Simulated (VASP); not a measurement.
# Se (P6/mmm) in VASP: further runs, part 2 of 2

VASP 6.6.1.

## Step 3: Single point, PBE

This run uses another cell than the first one, of 29.22 Å³/atom.

INCAR reads:

```
SYSTEM = Se
PREC = Accurate
ENCUT = 520
EDIFF = 1E-7
ISMEAR = 0
SIGMA = 0.1
LREAL = .False.
LASPH = .True.
NELM = 80
ALGO = Normal
ISIF = 2
LWAVE = .False.
LCHARG = .False.
GGA = PE
NBANDS = 34
```

KPOINTS reads:

```
Automatic mesh
0
Gamma
  3 3 6
  0 0 0
```

POSCAR reads:

```
Se
1.0
    7.7586778654      0.0000000000      0.0000000000
   -3.8793389327      6.7192121313      0.0000000000
    0.0000000000      0.0000000000      4.4845707714
Se
8
Direct
    0.8047485203      0.1952514797      0.5000000000
    0.8047485203      0.6094970405      0.5000000000
    0.3905029595      0.1952514797      0.5000000000
    0.1952514797      0.8047485203      0.5000000000
    0.1952514797      0.3905029595      0.5000000000
    0.6094970405      0.8047485203      0.5000000000
    0.3333333333      0.6666666667      0.0000000000
    0.6666666667      0.3333333333      0.0000000000
```

Potentials or basis: VASP PAW PBE potentials, release 64 (Se).

The run is started by

```console
$ cat potpaw_PBE.64/Se/POTCAR > POTCAR
$ mpirun -np 1 vasp_std > vasp.out
```

OUTCAR:

```text
SYSTEM = Se
   PREC = Accurate
   ENCUT = 520
   EDIFF = 1E-7
   ISMEAR = 0
   LREAL = .False.
   LASPH = .True.
   NELM = 80
   ISIF = 2
   GGA = PE

 ion  position               nearest neighbor table
   1  0.805  0.195  0.500-   5 2.62   6 2.62
   2  0.805  0.609  0.500-   4 2.62   6 2.62
   3  0.391  0.195  0.500-   4 2.62   5 2.62
   4  0.195  0.805  0.500-   2 2.62   3 2.62
   5  0.195  0.391  0.500-   1 2.62   3 2.62
   6  0.609  0.805  0.500-   1 2.62   2 2.62
   7  0.333  0.667  0.000-
   8  0.667  0.333  0.000-

  LATTYP: Found a hexagonal cell.
 ALAT       =     7.7586778654
 C/A-ratio  =     0.5780070844

  Lattice vectors:

 A1 = (   7.7586778654,   0.0000000000,   0.0000000000)
 A2 = (  -3.8793389327,   6.7192121313,   0.0000000000)
 A3 = (   0.0000000000,   0.0000000000,   4.4845707714)

Analysis of symmetry for initial positions (statically):
=====================================================================
 Subroutine PRICEL returns:
 Original cell was already a primitive cell.
[... 174 lines left out ...]
 fundamental gap:      0.0368420871
 Fermi energy:         2.3855411208

 k-point     1 :       0.0000    0.0000    0.0000
  band No.  band energies     occupation
      1     -13.0465      2.00000
      2     -11.6165      2.00000
      3     -11.2574      2.00000
      4     -11.2574      2.00000
      5     -10.0255      2.00000
      6     -10.0255      2.00000
[... 433 lines left out ...]
     33       7.7624      0.00000
     34       8.6437      0.00000

------------------------ aborting loop because EDIFF is reached ----------------------------------------

  FORCE on cell =-STRESS in cart. coord.  units (eV):
  Direction    XX          YY          ZZ          XY          YZ          ZX
  --------------------------------------------------------------------------------------
  -------------------------------------------------------------------------------------
  Total       -0.2185395     -0.2185395      0.0292143      0.0000000      0.0000000      0.0000000
  in kB       -1.4976610     -1.4976610      0.2002069      0.0000000      0.0000000      0.0000000
  external PRESSURE =      -0.9317050 kB  Pullay stress =       0.0000000 kB

 VOLUME and BASIS-vectors are now :
 -----------------------------------------------------------------------------
  energy-cutoff  :      520.00
  volume of cell :      233.79
      direct lattice vectors                 reciprocal lattice vectors
     7.758677865  0.000000000  0.000000000     0.128887939  0.074413486  0.000000000
    -3.879338933  6.719212131  0.000000000     0.000000000  0.148826973  0.000000000
     0.000000000  0.000000000  4.484570771     0.000000000  0.000000000  0.222986781

 POSITION                                       TOTAL-FORCE (eV/Angst)
 -----------------------------------------------------------------------------------
      5.48634      1.31194      2.24229         0.024152     -0.013944      0.000000
      3.87934      4.09534      2.24229        -0.000000      0.027888     -0.000000
      2.27234      1.31194      2.24229        -0.024152     -0.013944      0.000000
     -1.60700      5.40728      2.24229        -0.024152      0.013944     -0.000000
     -0.00000      2.62387      2.24229        -0.000000     -0.027888      0.000000
      1.60700      5.40728      2.24229         0.024152      0.013944     -0.000000
     -0.00000      4.47947      0.00000        -0.000000      0.000000      0.000000
      3.87934      2.23974      0.00000        -0.000000      0.000000      0.000000
 -----------------------------------------------------------------------------------
    total drift:                                0.000000      0.000000     -0.000000

  FREE ENERGIE OF THE ION-ELECTRON SYSTEM (eV)
  ---------------------------------------------------
  free  energy   TOTEN  =       -24.0368815616 eV

  energy  without entropy=      -24.0012522896  energy(sigma->0) =      -24.01906693
```

OSZICAR:

```text
N       E                     dE             d eps       ncg     rms          rms(c)
DAV:   1     0.276475636458E+03    0.27648E+03   -0.18926E+04   816   0.117E+03
DAV:   2     0.241493140311E+01   -0.27406E+03   -0.26105E+03  1120   0.196E+02
DAV:   3    -0.236235582853E+02   -0.26038E+02   -0.25139E+02   996   0.656E+01
DAV:   4    -0.241159406494E+02   -0.49238E+00   -0.48600E+00   966   0.992E+00
DAV:   5    -0.241219571116E+02   -0.60165E-02   -0.60122E-02   962   0.109E+00    0.983E+00
DAV:   6    -0.240534877435E+02    0.68469E-01   -0.57185E-02   912   0.108E+00    0.591E+00
DAV:   7    -0.240406549776E+02    0.12833E-01   -0.80253E-02   860   0.132E+00    0.432E-01
DAV:   8    -0.240372686114E+02    0.33864E-02   -0.94912E-03   892   0.534E-01    0.178E-01
DAV:   9    -0.240368093468E+02    0.45926E-03   -0.34419E-03   846   0.224E-01    0.489E-02
DAV:  10    -0.240368468231E+02   -0.37476E-04   -0.13826E-04   988   0.573E-02    0.244E-02
DAV:  11    -0.240368734340E+02   -0.26611E-04   -0.44190E-05   846   0.307E-02    0.755E-03
DAV:  12    -0.240368791148E+02   -0.56808E-05   -0.63538E-06   874   0.111E-02    0.432E-03
DAV:  13    -0.240368810191E+02   -0.19043E-05   -0.20680E-06   848   0.630E-03    0.185E-03
DAV:  14    -0.240368814427E+02   -0.42361E-06   -0.34814E-07   702   0.250E-03    0.662E-04
DAV:  15    -0.240368815752E+02   -0.13242E-06   -0.77921E-08   560   0.127E-03    0.400E-04
DAV:  16    -0.240368815616E+02    0.13606E-07   -0.59082E-09   470   0.385E-04
   1 F= -.24036882E+02 E0= -.24019067E+02  d E =-.356293E-01
```

Run time: 2.9 min. Hardware: 1 thread of Intel Xeon 8259CL, shared host; peak memory 0.35 GiB.

Results:

| Property | Result |
| --- | --- |
| Free energy | -24.0369 eV |
| Pressure | -0.1 GPa |
| Largest force | 0.028 eV/Å |
| Band gap on the k mesh | zero (bands 24 and 25 overlap by 1.25 eV) |

Forces on the atoms (eV/Å):
```
Se   0.024 -0.014  0.000
Se   0.000  0.028  0.000
Se  -0.024 -0.014  0.000
Se  -0.024  0.014  0.000
Se   0.000 -0.028  0.000
Se   0.024  0.014  0.000
Se   0.000  0.000  0.000
Se   0.000  0.000  0.000
```

Stress tensor (GPa, compression positive):
```
-0.15  0.00  0.00
 0.00 -0.15  0.00
 0.00  0.00  0.02
```

Levels at points of the mesh, in eV from the Fermi level:
```
           k point  band 22  band 23  band 24  band 25  band 26  band 27
(0.00, 0.00, 0.00)    -1.28    -1.06    -0.37    -0.37     0.21     0.56
(0.00, 0.00, 0.50)    -0.53    -0.16     0.28     0.28     0.31     1.28
```

## Step 4: Relaxation of cell and atoms, PBE

INCAR reads:

```
SYSTEM = Se
ALGO = Normal
EDIFF = 1E-6
EDIFFG = -0.04
ENCUT = 600
GGA = PE
IBRION = 2
ISIF = 3
ISMEAR = 0
LASPH = .True.
LCHARG = .False.
LREAL = .False.
LWAVE = .False.
NELM = 60
NSW = 90
PREC = Accurate
SIGMA = 0.1
```

KPOINTS reads:

```
k-points
0
Gamma
  3 3 6
  0 0 0
```

POSCAR reads:

```
Se
1.0
    7.1780857400      0.0000000000      0.0000000000
   -3.5890428700      6.2164046000      0.0000000000
    0.0000000000      0.0000000000      3.2712971200
Se
8
Direct
    0.8099998000      0.1900002000      0.5000000000
    0.8099998000      0.6199996000      0.5000000000
    0.3800004000      0.1900002000      0.5000000000
    0.1900002000      0.8099998000      0.5000000000
    0.1900002000      0.3800004000      0.5000000000
    0.6199996000      0.8099998000      0.5000000000
    0.3333333300      0.6666666700      0.0000000000
    0.6666666700      0.3333333300      0.0000000000
```

Potentials or basis: VASP PAW PBE potentials, release 64 (Se).

The run is started by

```console
$ cat potpaw_PBE.64/Se/POTCAR > POTCAR
$ mpirun -np 1 vasp_std > vasp.out
```

OUTCAR:

```text
SYSTEM = Se
   EDIFF = 1E-6
   EDIFFG = -0.04
   ENCUT = 600
   GGA = PE
   IBRION = 2
   ISIF = 3
   ISMEAR = 0
   LASPH = .True.
   LREAL = .False.
   NELM = 60
   NSW = 90
   PREC = Accurate

 ion  position               nearest neighbor table
   1  0.810  0.190  0.500-   6 2.36   5 2.36   8 2.42   8 2.42
   2  0.810  0.620  0.500-   4 2.36   6 2.36   8 2.42   8 2.42
   3  0.380  0.190  0.500-   4 2.36   5 2.36   8 2.42   8 2.42
   4  0.190  0.810  0.500-   3 2.36   2 2.36   7 2.42   7 2.42
   5  0.190  0.380  0.500-   1 2.36   3 2.36   7 2.42   7 2.42
   6  0.620  0.810  0.500-   1 2.36   2 2.36   7 2.42   7 2.42
   7  0.333  0.667  0.000-   4 2.42   4 2.42   5 2.42   5 2.42   6 2.42   6 2.42
   8  0.667  0.333  0.000-   1 2.42   1 2.42   2 2.42   2 2.42   3 2.42   3 2.42

  LATTYP: Found a hexagonal cell.
 ALAT       =     7.1780857400
 C/A-ratio  =     0.4557339155

[... 693 lines left out ...]

  energy  without entropy=      -23.6997028643  energy(sigma->0) =      -23.72718000

[... ionic steps 4 to 7 ...]

--------------------------------------- Ionic step        8  -------------------------------------------

 number of electron      48.0000004 magnetization

------------------------ aborting loop because EDIFF is reached ----------------------------------------
[... 79 lines left out ...]
--------------------------------------- Ionic step       10  -------------------------------------------

 number of electron      47.9999986 magnetization

 Free energy of the ion-electron system (eV)
  ---------------------------------------------------
  ext. energy  EPLUGINS =         0.00000000
  ---------------------------------------------------
  free energy    TOTEN  =       -24.03109674 eV

  energy without entropy =      -24.00181006  energy(sigma->0) =      -24.01645340

 E-fermi :   2.3360     XC(G=0):  -8.4721

 val. band max:        2.2814250175   @ k =   0.0000   0.0000   0.3333
 cond. band min:       2.3395844023   @ k =   0.0000   0.0000   0.1667
 fundamental gap:      0.0581593848
 Fermi energy:         2.3359742723

 k-point     1 :       0.0000    0.0000    0.0000
  band No.  band energies     occupation
      1     -13.0846      2.00000
      2     -11.4457      2.00000
      3     -11.4457      2.00000
      4     -11.4155      2.00000
      5     -10.0849      2.00000
      6     -10.0849      2.00000
[... 408 lines left out ...]
  FREE ENERGIE OF THE ION-ELECTRON SYSTEM (eV)
  ---------------------------------------------------
  free  energy   TOTEN  =       -24.0310967403 eV

  energy  without entropy=      -24.0018100588  energy(sigma->0) =      -24.01645340

 reached required accuracy - stopping structural energy minimisation
```

OSZICAR:

```text
N       E                     dE             d eps       ncg     rms          rms(c)
DAV:   1     0.322105321218E+03    0.32211E+03   -0.23323E+04   696   0.165E+03
DAV:   2     0.104356632739E+02   -0.31167E+03   -0.30230E+03   887   0.255E+02
DAV:   3    -0.151543667757E+02   -0.25590E+02   -0.24796E+02   843   0.761E+01
[... 117 lines left out ...]
DAV:   6    -0.240309799522E+02   -0.24808E-03   -0.61063E-04   883   0.127E-01    0.346E-02
DAV:   7    -0.240310696541E+02   -0.89702E-04   -0.11887E-04   813   0.521E-02    0.153E-02
DAV:   8    -0.240310934085E+02   -0.23754E-04   -0.23264E-05   747   0.224E-02    0.595E-03
DAV:   9    -0.240310963774E+02   -0.29689E-05   -0.44741E-06   696   0.917E-03    0.189E-03
DAV:  10    -0.240310967403E+02   -0.36290E-06   -0.44239E-07   424   0.334E-03
  10 F= -.24031097E+02 E0= -.24016453E+02  d E =-.277496E+00
```

It took 16 min on 1 thread of Intel Xeon 8259CL, shared host; peak memory 0.33 GiB.

What came out:

```yaml
Free_energy: -24.0311 eV
Relaxed_volume: 29.28 Å³/atom
Relaxed_cell: a = 7.737 Å, b = 7.737 Å, c = 4.518 Å, α = 90.00°, β = 90.00°, γ = 120.00°
Space_group_after_relaxing_to_0.1_Å: P6/mmm (No. 191)
Energy_gained_by_relaxing: 1039.1 meV/atom
Ionic_steps: 10
Pressure_after_relaxing: -0.2 GPa
Largest_force_after_relaxing: 0.018 eV/Å
Band_gap_on_the_k_mesh: zero (bands 24 and 25 overlap by 1.18 eV)
```

Forces in eV/Å, atoms in the order of the input:
```
Se  -0.016  0.009  0.000
Se   0.000 -0.018  0.000
Se   0.016  0.009  0.000
Se   0.016 -0.009  0.000
Se   0.000  0.018  0.000
Se  -0.016 -0.009  0.000
Se   0.000  0.000  0.000
Se   0.000  0.000  0.000
```

The path:
```csv
step,energy change (eV),largest force (eV/Å),pressure (GPa),volume (Å³)
1,0.0000,1.6975,48.48,145.97
2,-5.8151,0.0943,-6.88,296.21
3,-8.0362,0.1310,0.24,219.82
4,-8.0351,0.1392,-0.11,221.51
5,-8.0691,0.1435,-0.10,222.48
6,-8.1477,0.0830,-0.15,225.20
7,-8.2245,0.0483,-0.22,229.73
8,-8.2916,0.0012,-0.12,235.37
9,-8.2925,0.0230,-0.15,232.74
10,-8.3126,0.0183,-0.15,234.23
```

Final structure:
```cif
data_structure
_symmetry_space_group_name_H-M 'P 1'
_symmetry_Int_Tables_number 1
_cell_length_a 7.7369
_cell_length_b 7.7369
_cell_length_c 4.5183
_cell_angle_alpha 90.000
_cell_angle_beta 90.000
_cell_angle_gamma 120.000
_cell_volume 234.23
loop_
_atom_site_label
_atom_site_type_symbol
_atom_site_fract_x
_atom_site_fract_y
_atom_site_fract_z
_atom_site_occupancy
Se1 Se 0.80730 0.19270 0.50000 1
Se2 Se 0.80730 0.61459 0.50000 1
Se3 Se 0.38541 0.19270 0.50000 1
Se4 Se 0.19270 0.80730 0.50000 1
Se5 Se 0.19270 0.38541 0.50000 1
Se6 Se 0.61459 0.80730 0.50000 1
Se7 Se 0.33333 0.66667 0.00000 1
Se8 Se 0.66667 0.33333 0.00000 1
```

Caveat: the volume moved by over 15 % at a fixed basis, so the end points are rough.

## Step 5: The runs side by side

```csv
task,cell,cutoff (eV),gap on the mesh (eV),pressure (GPa),largest force (eV/Å)
single point,"a = 7.178, b = 7.178, c = 3.271 Å, angles 90.0, 90.0, 120.0°, 8 atoms, atomic positions A",520,none,48.5,1.70
single point,"a = 7.759, b = 7.759, c = 4.485 Å, angles 90.0, 90.0, 120.0°, 8 atoms, atomic positions B",520,none,-0.1,0.03
relaxation of cell and atoms,"relaxed from a = 7.178, b = 7.178, c = 3.271 Å, angles 90.0, 90.0, 120.0°, 8 atoms, atomic positions A",600,none,-0.2,0.02
```

Alike in all rows: level PBE; potentials or basis VASP PAW PBE potentials, release 64 (Se); no spin polarisation; k mesh 3 × 3 × 6; smearing gaussian 0.1 eV.

Caveats: the cell stands under pressure (at least some runs); forces of over 1 eV/Å act on the atoms, so gaps and moduli don't describe the material at rest (at least some runs); the volume moved by over 15 % at a fixed basis, so the end points are rough (at least some runs).

Total energies depend on the potentials used, so only differences within one code and one set of settings carry meaning.
